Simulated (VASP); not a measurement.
# Mg (P6_3/mmc) in VASP: a series of runs

Mg is run at these levels: BLYP, PBEsol; tasks: relaxation of cell and atoms, single point.

Everything below comes from runs of VASP 6.6.1. Logs are shortened: lines on timing, memory, paths and dates and some standing lists are left out, and cuts for length are marked.

### 1 The cell of the first run

The structure is hexagonal, space group P6_3/mmc (No. 194). Conventional cell: a = 3.209 Å, b = 3.209 Å, c = 5.210 Å, α = 90.00°, β = 90.00°, γ = 120.00°. Mg (site symmetry -6m2) has 12 Mg at 3.20 to 3.21 Å within 4.2 Å.

### 2 Relaxation of cell and atoms, BLYP

File INCAR:

```
SYSTEM = Mg
  PREC = Accurate
  ENCUT = 600
  EDIFF = 1E-6
  ISMEAR = -1
  SIGMA = 0.05
  LREAL = .False.
  LASPH = .True.
  NELM = 80
  ALGO = Normal
  ISIF = 3
  LWAVE = .False.
  LCHARG = .False.
  GGA = B5
  ALDAX = 1.0
  AGGAX = 1.0
  AGGAC = 1.0
  ALDAC = 0.0
  IBRION = 2
  NSW = 80
  EDIFFG = -0.005
```

File KPOINTS:

```
regular mesh
0
Gamma
  10 10 5
  0 0 0
```

File POSCAR:

```
Mg
1.0
    3.2093000000      0.0000000000      0.0000000000
   -1.6046500000      2.7793353284      0.0000000000
    0.0000000000      0.0000000000      5.2103000000
Mg
2
Direct
    0.6666666667      0.3333333333      0.7500000000
    0.3333333333      0.6666666667      0.2500000000
```

Potentials or basis: VASP PAW PBE potentials, release 64 (Mg).

Run with:

```
> cat potpaw_PBE.64/Mg/POTCAR > POTCAR
> mpirun -np 1 vasp_std > vasp.out
```

OUTCAR:

```text
SYSTEM = Mg
   PREC = Accurate
   ENCUT = 600
   EDIFF = 1E-6
   ISMEAR = -1
   LREAL = .False.
   LASPH = .True.
   NELM = 80
   ISIF = 3
   GGA = B5
   IBRION = 2
   NSW = 80
   EDIFFG = -0.005

 ion  position               nearest neighbor table
   1  0.667  0.333  0.750-   2 3.20   2 3.20   2 3.20   2 3.20   2 3.20   2 3.20
   2  0.333  0.667  0.250-   1 3.20   1 3.20   1 3.20   1 3.20   1 3.20   1 3.20

  LATTYP: Found a hexagonal cell.
 ALAT       =     3.2093000000
 C/A-ratio  =     1.6235004518

  Lattice vectors:

 A1 = (   3.2093000000,   0.0000000000,   0.0000000000)
 A2 = (  -1.6046500000,   2.7793353284,   0.0000000000)
 A3 = (   0.0000000000,   0.0000000000,   5.2103000000)

Analysis of symmetry for initial positions (statically):
=====================================================================
 Subroutine PRICEL returns:
 Original cell was already a primitive cell.

 Routine SETGRP: Setting up the symmetry group for a
 hexagonal supercell.

 Subroutine GETGRP returns: Found 24 space group operations
 (whereof 12 operations were pure point group operations)
 out of a pool of 24 trial point group operations.

The static configuration has the point symmetry D_3d.
 The point group associated with its full space group is D_6h.

Analysis of symmetry for dynamics (positions and initial velocities):
=====================================================================
 Subroutine PRICEL returns:
 Original cell was already a primitive cell.

 Routine SETGRP: Setting up the symmetry group for a
 hexagonal supercell.

 Subroutine GETGRP returns: Found 24 space group operations
 (whereof 12 operations were pure point group operations)
 out of a pool of 24 trial point group operations.

The dynamic configuration has the point symmetry D_3d.
 The point group associated with its full space group is D_6h.

 Subroutine INISYM returns: Found 24 space group operations
 (whereof 12 operations are pure point group operations),
 and found     1 'primitive' translations

----------------------------------------------------------------------------------------

                                     Primitive cell

  volume of cell :      46.4744

  direct lattice vectors                    reciprocal lattice vectors
     3.209300000  0.000000000  0.000000000     0.311594429  0.179899127  0.000000000
    -1.604650000  2.779335328  0.000000000     0.000000000  0.359798255  0.000000000
     0.000000000  0.000000000  5.210300000     0.000000000  0.000000000  0.191927528

  length of vectors
     3.209300000  3.209300000  5.210300000     0.359798255  0.359798255  0.191927528

  position of ions in fractional coordinates (direct lattice)
     0.666666667  0.333333333  0.750000000
     0.333333333  0.666666667  0.250000000

  ion indices of the primitive-cell ions
   primitive index   ion index
                 1           1
                 2           2

----------------------------------------------------------------------------------------

 KPOINTS: regular mesh

Automatic generation of k-mesh.
 Grid dimensions read from file:
 generate k-points for:   10   10    5

 Generating k-lattice:

  Cartesian coordinates                     Fractional coordinates (reciprocal lattice)
     0.031159443  0.017989913  0.000000000     0.100000000 -0.000000000  0.000000000
     0.000000000  0.035979825  0.000000000     0.000000000  0.100000000  0.000000000
     0.000000000  0.000000000  0.038385506     0.000000000  0.000000000  0.200000000

  Length of vectors
     0.035979825  0.035979825  0.038385506

  Shift w.r.t. Gamma in fractional coordinates (k-lattice)
     0.000000000  0.000000000  0.000000000

 Subroutine IBZKPT returns following result:
 ===========================================

 Found     42 irreducible k-points:

 Following reciprocal coordinates:
            Coordinates               Weight
  0.000000  0.000000  0.000000      1.000000
  0.100000  0.000000  0.000000      6.000000
  0.200000  0.000000  0.000000      6.000000
  0.300000  0.000000  0.000000      6.000000
  0.400000  0.000000  0.000000      6.000000
  0.500000  0.000000  0.000000      3.000000
[... 16 lines left out ...]
  0.300000  0.100000  0.200000     24.000000
  0.400000  0.100000  0.200000     24.000000
 [... further k-points ...]
   k-points           NKPTS =     42   k-points in BZ     NKDIM =     42   number of bands    NBANDS=      6
   number of dos      NEDOS =    301   number of ions     NIONS =      2
   total plane-waves  NPLWV =  32928
   dimension x,y,z NGX =    28 NGY =   28 NGZ =   42
   dimension x,y,z NGXF=    56 NGYF=   56 NGZF=   84
   ions per type =               2
   NGX,Y,Z   is equivalent  to a cutoff of  14.50, 14.50, 13.40 a.u.
   NGXF,Y,Z  is equivalent  to a cutoff of  29.01, 29.01, 26.80 a.u.
 SYSTEM =  Mg
   PREC   = accura    normal or accurate (medium, high low for compatibility)
   ISTART =      0    job   : 0-new  1-cont  2-samecut
   ICHARG =      2    charge: 1-file 2-atom 10-const
   ISPIN  =      1    spin polarized calculation?
   LNONCOLLINEAR =      F non collinear calculations
   LSORBIT =      F    spin-orbit coupling
   LASPH  =      T    aspherical Exc in radial PAW
   ENCUT  =  600.0 eV  44.10 Ry    6.64 a.u.   6.41  6.41 10.41*2*pi/ulx,y,z
   NELM   =     80;   NELMIN=  2; NELMDL= -5     # of ELM steps
   EDIFF  = 0.1E-05   stopping-criterion for ELM
   LREAL  =      F    real-space projection
   EDIFFG = -.5E-02   stopping-criterion for IOM
   NSW    =     80    number of steps for IOM
   IBRION =      2    ionic relax: 0-MD 1-quasi-New 2-CG
   NFREE  =      1    steps in history (QN), initial steepest desc. (CG)
   ISIF   =      3    stress and relaxation
   ISYM   =      2    0-nonsym 1-usesym 2-fastsym
   POTIM  = 0.5000    time-step for ionic-motion
   TEBEG  =    0.0;   TEEND  =   0.0 temperature during run
   PSTRESS=    0.0 pullay stress
   NELECT =       4.0000    total number of electrons
   NUPDOWN=      -1.0000    fix difference up-down
   EMIN   =  10.00;   EMAX   =-10.00  energy-range for DOS
   EFERMI =   0.00;   METHOD = LEGACY
   ISMEAR =    -1;   SIGMA  =   0.05  broadening in eV -4-tet -1-fermi 0-gaus
   EFERMI_NEDOS =   21; number of points for ismear=-14 and -15
   IALGO  =     38    algorithm
   IMIX   =      4    mixing-type and parameters
     AMIX     =   0.40;   BMIX     =  1.00
     AMIX_MAG =   1.60;   BMIX_MAG =  1.00
  volume/ion in A,a.u.               =      23.24       156.81
  Fermi-wavevector in a.u.,A,eV,Ry     =   0.722809  1.365911  7.108401  0.522453
  Thomas-Fermi vector in A             =   1.812866
   LORBIT       =      0    0 simple, 1 ext, 2 COOP (PROOUT), +10 PAW based schemes
   GGA     = B5    functional components
   LHFCALC =     F    Hartree Fock is set to
   AEXX    =    0.0000 exact exchange contribution
   IVDW    =     0    specifies the selected vdW correction
   LEPSILON=     F    determine dielectric tensor
   LRPA    =     F    only Hartree local field effects (RPA)
 conjugate gradient relaxation of ions
 non-spin polarized calculation
  energy-cutoff  :      600.00
  volume of cell :       46.47
 maximum number of plane-waves:      1578
 NGX is ok and might be reduce to    28
   NGX = 13   NGY = 13   NGZ = 21

--------------------------------------- Ionic step        1  -------------------------------------------

 number of electron       4.0000000 magnetization

 Free energy of the ion-electron system (eV)
  ---------------------------------------------------
  ext. energy  EPLUGINS =         0.00000000
  ---------------------------------------------------
  free energy    TOTEN  =        -1.48733681 eV

  energy without entropy =       -1.47516127  energy(sigma->0) =       -1.48124904

------------------------ aborting loop because EDIFF is reached ----------------------------------------

  FORCE on cell =-STRESS in cart. coord.  units (eV):
  Direction    XX          YY          ZZ          XY          YZ          ZX
  --------------------------------------------------------------------------------------
  -------------------------------------------------------------------------------------
  Total       -0.0321515     -0.0321515      0.3784170      0.0000000      0.0000000     -0.0000000
  in kB       -1.1084018     -1.1084018     13.0456957      0.0000000      0.0000000     -0.0000000
  external PRESSURE =       3.6096307 kB  Pullay stress =       0.0000000 kB
[... 237 lines left out ...]
  energy  without entropy=       -1.4856888869  energy(sigma->0) =       -1.49005953

--------------------------------------- Ionic step        8  -------------------------------------------

 number of electron       4.0000000 magnetization

 Free energy of the ion-electron system (eV)
  ---------------------------------------------------
  ext. energy  EPLUGINS =         0.00000000
  ---------------------------------------------------
  free energy    TOTEN  =        -1.49448092 eV

  energy without entropy =       -1.48552004  energy(sigma->0) =       -1.49000048

 E-fermi :   2.9981     XC(G=0):  -7.9680

 val. band max:        2.9690931340   @ k =   0.3000   0.3000   0.4000
 cond. band min:       3.0221690969   @ k =   0.4000   0.1000   0.4000
 fundamental gap:      0.0530759629
 Fermi energy:         2.9981143619

 k-point     1 :       0.0000    0.0000    0.0000
  band No.  band energies     occupation
      1      -3.8685      2.00000
      2       1.2015      2.00000
      3       1.2370      2.00000
      4      14.1626      0.00000
      5      14.1626      0.00000
      6      14.2150      0.00000

 k-point     2 :       0.1000    0.0000    0.0000
  band No.  band energies     occupation
      1      -3.6697      2.00000
      2       1.3838      2.00000
      3       1.4325      2.00000
      4      11.3198      0.00000
      5      12.6991      0.00000
      6      13.4081      0.00000
[... 190 lines left out ...]
 k-point    24 :       0.4000    0.1000    0.2000
  band No.  band energies     occupation
      1       0.4193      2.00000
      2       2.2450      2.00000
      3       3.4909      0.00010
      4       5.2476      0.00000
      5       7.1165      0.00000
      6       8.1371      0.00000

 [... further k-points ...]

------------------------ aborting loop because EDIFF is reached ----------------------------------------

  FORCE on cell =-STRESS in cart. coord.  units (eV):
  Direction    XX          YY          ZZ          XY          YZ          ZX
  --------------------------------------------------------------------------------------
  -------------------------------------------------------------------------------------
  Total       -0.0083352     -0.0083352     -0.0089920      0.0000000      0.0000000      0.0000000
  in kB       -0.2836074     -0.2836074     -0.3059567      0.0000000      0.0000000      0.0000000
  external PRESSURE =      -0.2910572 kB  Pullay stress =       0.0000000 kB
[... 17 lines left out ...]
  FREE ENERGIE OF THE ION-ELECTRON SYSTEM (eV)
  ---------------------------------------------------
  free  energy   TOTEN  =        -1.4944809165 eV

  energy  without entropy=       -1.4855200380  energy(sigma->0) =       -1.49000048

 reached required accuracy - stopping structural energy minimisation
```

Wall time 79 s (1 thread of AMD EPYC 7R13 (Zen 3), shared host); peak memory 0.15 GiB.

Results:

```
Free energy                            : -1.4945 eV
Relaxed volume                         : 23.54 Å³/atom
Relaxed cell                           : a = 3.179 Å, b = 3.179 Å, c = 5.380 Å, α = 90.00°, β = 90.00°, γ = 120.00°
Space group after relaxing (to 0.05 Å) : P6_3/mmc (No. 194)
Energy gained by relaxing              : 3.6 meV/atom
Ionic steps                            : 8
Pressure after relaxing                : 0.0 GPa
Band gap on the k mesh                 : zero (band 2 reaches 3.49 eV, above the bottom of band 3 at 1.24 eV)
```

Step by step:
```csv
step,energy change (eV),largest force (eV/Å),pressure (GPa),volume (Å³)
1,0.0000,0.0000,0.36,46.47
2,-0.0032,0.0000,0.12,46.83
3,-0.0057,0.0000,-0.53,47.87
4,-0.0060,0.0000,-0.40,47.63
5,-0.0071,0.0000,-0.12,47.24
6,-0.0071,0.0000,-0.08,47.18
7,-0.0071,0.0000,-0.09,47.19
8,-0.0071,0.0000,-0.03,47.09
```

Final structure:
```
CELL_PARAMETERS angstrom
3.17910 0.00000 0.00000
-1.58955 2.75319 0.00000
0.00000 0.00000 5.37980
ATOMIC_POSITIONS crystal
Mg 0.66667 0.33333 0.75000
Mg 0.33333 0.66667 0.25000
```

Levels at points of the mesh, in eV from the Fermi level:
| k point | band 1 | band 2 | band 3 | band 4 | band 5 | band 6 |
| --- | --- | --- | --- | --- | --- | --- |
| (0.00, 0.00, 0.00) | -6.87 | -1.80 | -1.76 | 11.16 | 11.16 | 11.22 |
| (0.50, 0.00, 0.00) | -2.06 | -1.99 | 2.55 | 2.83 | 3.03 | 3.28 |

Caveat: the PAW data sets were made with another functional, which shifts forces and pressure a little.

(Part 1 of 2 ends here.)
